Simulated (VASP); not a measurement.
Wanted: the native input for a VASP 6.6.1 run.

* Task: single point
* Functional: LDA
* Potentials or basis: VASP PAW LDA potentials, release 64 (Nb_sv, Ru_pv, C)
* Cutoff: 520 eV
* k mesh: 6 × 6 × 6
* Occupations: fermi-dirac, width 0.1 eV
* Spin: no spin polarisation
* Dipole correction: no
* Further INCAR settings: ALGO = Normal; EDIFF = 1e-07; NBANDS = 38

The structure of NbRu3C lies in POSCAR:

```
NbRu3C
1.0
    4.0920602283      0.0000000000      0.0000000000
    0.0000000000      4.0920602283      0.0000000000
    0.0000000000      0.0000000000      4.0920602283
Nb Ru C
1 3 1
Direct
    0.0000000000      0.0000000000      0.0000000000
    0.0000000000      0.5000000000      0.5000000000
    0.5000000000      0.0000000000      0.5000000000
    0.5000000000      0.5000000000      0.0000000000
    0.5000000000      0.5000000000      0.5000000000
```

The input as run:

INCAR

```
PREC = Accurate
ENCUT = 520
EDIFF = 1E-7
ISMEAR = -1
SIGMA = 0.1
LREAL = F
LASPH = T
NELM = 80
ALGO = Normal
ISIF = 2
LWAVE = F
LCHARG = F
NBANDS = 38
```

KPOINTS

```
regular mesh
0
Gamma
  6 6 6
```

Potentials or basis: VASP PAW LDA potentials, release 64 (Nb_sv, Ru_pv, C).

Launch:

```sh
$ cat potpaw_LDA.64/Nb_sv/POTCAR potpaw_LDA.64/Ru_pv/POTCAR potpaw_LDA.64/C/POTCAR > POTCAR
$ mpirun -np 1 vasp_std > vasp.out
```

Results of the run:

* Pressure: -20.8 GPa

It took 31 s on 1 thread of Intel(R) Xeon(R) Platinum 8559C (Emerald Rapids), with other jobs on the host, peak memory 0.18 GiB.
